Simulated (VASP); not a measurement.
# Zr (P6_3/mmc) in VASP: notebook

Zr is run at these levels: PBEsol; tasks: single point.

All numbers are computed with VASP 6.6.1; they aren't measurements. Logs are shortened: lines on timing, memory, paths and dates and some standing lists are left out, and cuts for length are marked.

### Step 1. The cell of the first run

It takes space group P6_3/mmc (No. 194, hexagonal). The conventional cell has a = 3.169 Å, b = 3.169 Å, c = 10.328 Å, α = 90.00°, β = 90.00°, γ = 120.00°. Zr (site symmetry -3m) has 12 Zr at 3.16 to 3.17 Å within 4.2 Å. Within 4.2 Å of Zr (site symmetry -6m2) lie 12 Zr at 3.16 to 3.17 Å.

### Step 2. Single point, PBEsol (22.46 Å³/atom)

Input file INCAR:

```
PREC = Accurate
ENCUT = 520
EDIFF = 1E-7
ISMEAR = -1
SIGMA = 0.1
LREAL = False
LASPH = True
NELM = 100
ALGO = Normal
ISIF = 2
LWAVE = False
LCHARG = False
GGA = PS
NBANDS = 32
```

Input file KPOINTS:

```
regular mesh
0
Gamma
  13 13 4
```

Input file POSCAR:

```
Zr
1.0
    3.1691276008      0.0000000000      0.0000000000
   -1.5845638004      2.7445450101      0.0000000000
    0.0000000000      0.0000000000     10.3275461747
Zr
4
Direct
    1.0000000000      0.0000000000      0.0000000000
    0.0000000000      0.0000000000      0.5000000000
    0.3333333333      0.6666666667      0.2500000000
    0.6666666667      0.3333333333      0.7500000000
```

Potentials or basis: VASP PAW PBE potentials, release 64 (Zr_sv).

Started as:

```
$ cat potpaw_PBE.64/Zr_sv/POTCAR > POTCAR
$ mpirun -np 1 vasp_std > vasp.out
```

OUTCAR:

```text
PREC = Accurate
   ENCUT = 520
   EDIFF = 1E-7
   ISMEAR = -1
   LREAL = False
   LASPH = True
   NELM = 100
   ISIF = 2
   GGA = PS

 ion  position               nearest neighbor table
   1  0.000  0.000  0.000-   3 3.16   4 3.16   3 3.16   4 3.16   4 3.16   3 3.16
   2  0.000  0.000  0.500-   3 3.16   4 3.16   3 3.16   4 3.16   4 3.16   3 3.16
   3  0.333  0.667  0.250-   1 3.16   2 3.16   1 3.16   2 3.16   1 3.16   2 3.16
   4  0.667  0.333  0.750-   1 3.16   2 3.16   1 3.16   2 3.16   1 3.16   2 3.16

  LATTYP: Found a hexagonal cell.
 ALAT       =     3.1691276008
 C/A-ratio  =     3.2587978383

  Lattice vectors:

 A1 = (   3.1691276008,   0.0000000000,   0.0000000000)
 A2 = (  -1.5845638004,   2.7445450101,   0.0000000000)
 A3 = (   0.0000000000,   0.0000000000,  10.3275461747)

Analysis of symmetry for initial positions (statically):
=====================================================================
 Subroutine PRICEL returns:
 Original cell was already a primitive cell.

 Routine SETGRP: Setting up the symmetry group for a
 hexagonal supercell.

 Subroutine GETGRP returns: Found 24 space group operations
 (whereof 12 operations were pure point group operations)
 out of a pool of 24 trial point group operations.

The static configuration has the point symmetry D_3d.
 The point group associated with its full space group is D_6h.

Analysis of symmetry for dynamics (positions and initial velocities):
=====================================================================
 Subroutine PRICEL returns:
 Original cell was already a primitive cell.

 Routine SETGRP: Setting up the symmetry group for a
 hexagonal supercell.

 Subroutine GETGRP returns: Found 24 space group operations
 (whereof 12 operations were pure point group operations)
 out of a pool of 24 trial point group operations.

The dynamic configuration has the point symmetry D_3d.
 The point group associated with its full space group is D_6h.

 Subroutine INISYM returns: Found 24 space group operations
 (whereof 12 operations are pure point group operations),
 and found     1 'primitive' translations

----------------------------------------------------------------------------------------

                                     Primitive cell

  volume of cell :      89.8271

  direct lattice vectors                    reciprocal lattice vectors
     3.169127601  0.000000000  0.000000000     0.315544253  0.182179559  0.000000000
[... 90 lines left out ...]
   EDIFF  = 0.1E-06   stopping-criterion for ELM
   LREAL  =      F    real-space projection
   EDIFFG = 0.1E-05   stopping-criterion for IOM
   NSW    =      0    number of steps for IOM
   IBRION =     -1    ionic relax: 0-MD 1-quasi-New 2-CG
   NFREE  =      0    steps in history (QN), initial steepest desc. (CG)
   ISIF   =      2    stress and relaxation
   ISYM   =      2    0-nonsym 1-usesym 2-fastsym
   POTIM  = 0.5000    time-step for ionic-motion
   TEBEG  =    0.0;   TEEND  =   0.0 temperature during run
   PSTRESS=    0.0 pullay stress
   NELECT =      48.0000    total number of electrons
   NUPDOWN=      -1.0000    fix difference up-down
   EMIN   =  10.00;   EMAX   =-10.00  energy-range for DOS
   EFERMI =   0.00;   METHOD = LEGACY
   ISMEAR =    -1;   SIGMA  =   0.10  broadening in eV -4-tet -1-fermi 0-gaus
   EFERMI_NEDOS =   21; number of points for ismear=-14 and -15
   IALGO  =     38    algorithm
   IMIX   =      4    mixing-type and parameters
     AMIX     =   0.40;   BMIX     =  1.00
     AMIX_MAG =   1.60;   BMIX_MAG =  1.00
  volume/ion in A,a.u.               =      22.46       151.55
  Fermi-wavevector in a.u.,A,eV,Ry     =   1.328473  2.510451 24.012124  1.764841
  Thomas-Fermi vector in A             =   2.457708
   LORBIT       =      0    0 simple, 1 ext, 2 COOP (PROOUT), +10 PAW based schemes
   GGA     = PS    functional components
   LHFCALC =     F    Hartree Fock is set to
   AEXX    =    0.0000 exact exchange contribution
   IVDW    =     0    specifies the selected vdW correction
   LEPSILON=     F    determine dielectric tensor
   LRPA    =     F    only Hartree local field effects (RPA)
 non-spin polarized calculation
  energy-cutoff  :      520.00
  volume of cell :       89.83
 maximum number of plane-waves:      2440
 NGX is ok and might be reduce to    24
   NGX = 11   NGY = 11   NGZ = 39

 number of electron      48.0000000 magnetization

 Free energy of the ion-electron system (eV)
  ---------------------------------------------------
  ext. energy  EPLUGINS =         0.00000000
  ---------------------------------------------------
  free energy    TOTEN  =       -36.24156307 eV

  energy without entropy =      -36.03785031  energy(sigma->0) =      -36.13970669

 E-fermi :   9.1815     XC(G=0): -11.3682

 val. band max:        9.1785926137   @ k =   0.3077   0.3077   0.2500
 cond. band min:       9.1917178474   @ k =   0.3846   0.0000   0.0000
 fundamental gap:      0.0131252337
 Fermi energy:         9.1815302667

 k-point     1 :       0.0000    0.0000    0.0000
  band No.  band energies     occupation
      1     -39.3809      2.00000
      2     -39.3143      2.00000
      3     -39.2792      2.00000
      4     -39.2109      2.00000
      5     -17.9627      2.00000
      6     -17.4374      2.00000
[... 829 lines left out ...]
     31      10.8899      0.00000
     32      11.0544      0.00000

 [... further k-points ...]

------------------------ aborting loop because EDIFF is reached ----------------------------------------

  FORCE on cell =-STRESS in cart. coord.  units (eV):
  Direction    XX          YY          ZZ          XY          YZ          ZX
  --------------------------------------------------------------------------------------
  -------------------------------------------------------------------------------------
  Total        0.0945283      0.0945283      0.0156291      0.0000000      0.0000000      0.0000000
  in kB        1.6860288      1.6860288      0.2787637      0.0000000      0.0000000      0.0000000
  external PRESSURE =       1.2169404 kB  Pullay stress =       0.0000000 kB

 VOLUME and BASIS-vectors are now :
 -----------------------------------------------------------------------------
  energy-cutoff  :      520.00
  volume of cell :       89.83
      direct lattice vectors                 reciprocal lattice vectors
     3.169127601  0.000000000  0.000000000     0.315544253  0.182179559  0.000000000
    -1.584563800  2.744545010  0.000000000     0.000000000  0.364359118  0.000000000
     0.000000000  0.000000000 10.327546175     0.000000000  0.000000000  0.096828422

 POSITION                                       TOTAL-FORCE (eV/Angst)
 -----------------------------------------------------------------------------------
      0.00000      0.00000      0.00000        -0.000000      0.000000      0.000000
      0.00000      0.00000      5.16377        -0.000000      0.000000      0.000000
     -0.00000      1.82970      2.58189        -0.000000      0.000000     -0.000000
      1.58456      0.91485      7.74566         0.000000     -0.000000     -0.000000
 -----------------------------------------------------------------------------------
    total drift:                               -0.000000      0.000000     -0.000000

  FREE ENERGIE OF THE ION-ELECTRON SYSTEM (eV)
  ---------------------------------------------------
  free  energy   TOTEN  =       -36.2415630673 eV

  energy  without entropy=      -36.0378503092  energy(sigma->0) =      -36.13970669
```

stdout:

```text
POSCAR found type information on POSCAR Zr
 POSCAR found :  1 types and       4 ions
 scaLAPACK will be used
 -----------------------------------------------------------------------------
|                                                                             |
|                                                                             |
|     You enforced a specific xc type in the INCAR file but a different       |
|     I HOPE YOU KNOW WHAT YOU ARE DOING!                                     |
|                                                                             |
 -----------------------------------------------------------------------------

 LDA part: xc-table for (Slater+PW92), standard interpolation
 POSCAR, INCAR and KPOINTS ok, starting setup
 FFT: planning ... GRIDC
 FFT: planning ... GRID_SOFT
 FFT: planning ... GRID
 WAVECAR not read
 entering main loop
```

Run time: 65 s. Hardware: 1 thread of Intel Xeon 6975P-C (Granite Rapids), shared host; peak memory 0.27 GiB.

Results:

| Quantity | Value |
| --- | --- |
| Free energy | -36.2416 eV |
| Pressure | 0.1 GPa |
| Band gap on the k mesh | zero (bands 24 and 25 overlap by 1.37 eV) |

Stress tensor (GPa, compression positive):
```
0.17 0.00 0.00
0.00 0.17 0.00
0.00 0.00 0.03
```

Levels at points of the mesh, in eV from the Fermi level:
```tsv
k point	band 22	band 23	band 24	band 25	band 26	band 27
(0.00, 0.00, 0.00)	0.03	0.78	0.78	0.90	0.90	0.95
(0.00, 0.00, 0.50)	0.48	0.56	0.56	0.94	0.94	0.94
```

Caveat: the PAW data sets were made with another functional, which shifts forces and pressure a little.

### Step 3. Single point, PBEsol (23.36 Å³/atom)

This run uses another cell than the first one, of 23.36 Å³/atom.

Input file INCAR:

```
PREC = Accurate
ENCUT = 520
EDIFF = 1E-6
ISMEAR = -1
SIGMA = 0.1
LREAL = F
LASPH = T
NELM = 100
ALGO = Normal
ISIF = 2
LWAVE = F
LCHARG = F
GGA = PS
NBANDS = 32
```

KPOINTS is that of step 2.

Input file POSCAR:

```
Zr
1.0
    3.2108314307      0.0000000000      0.0000000000
   -1.6054157153      2.7806615862      0.0000000000
    0.0000000000      0.0000000000     10.4634505253
Zr
4
Direct
    1.0000000000      0.0000000000      0.0000000000
    0.0000000000      0.0000000000      0.5000000000
    0.3333333333      0.6666666667      0.2500000000
    0.6666666667      0.3333333333      0.7500000000
```

Potentials or basis: VASP PAW PBE potentials, release 64 (Zr_sv).

Started as:

```
$ cat potpaw_PBE.64/Zr_sv/POTCAR > POTCAR
$ mpirun -np 1 vasp_std > vasp.out
```

It took 68 s on 1 thread of Intel Xeon 6975P-C (Granite Rapids), shared host; peak memory 0.27 GiB.

The run converged. Its results:

```yaml
Free_energy: -36.2053 eV
Pressure: -3.4 GPa
Band_gap_on_the_k_mesh: zero (bands 24 and 25 overlap by 1.35 eV)
```

Stress tensor (GPa, compression positive):
```
-3.26  0.00  0.00
 0.00 -3.26  0.00
 0.00  0.00 -3.71
```

Levels at points of the mesh, in eV from the Fermi level:
```tsv
k point	band 21	band 22	band 23	band 24	band 25	band 26	band 27	band 28
(0.00, 0.00, 0.00)	0.00	0.04	0.78	0.78	0.90	0.90	0.94	1.09
(0.00, 0.00, 0.50)	0.40	0.40	0.57	0.57	0.94	0.94	0.94	0.94
```

Caveat: the cell stands under tension; the PAW data sets were made with another functional, which shifts forces and pressure a little.
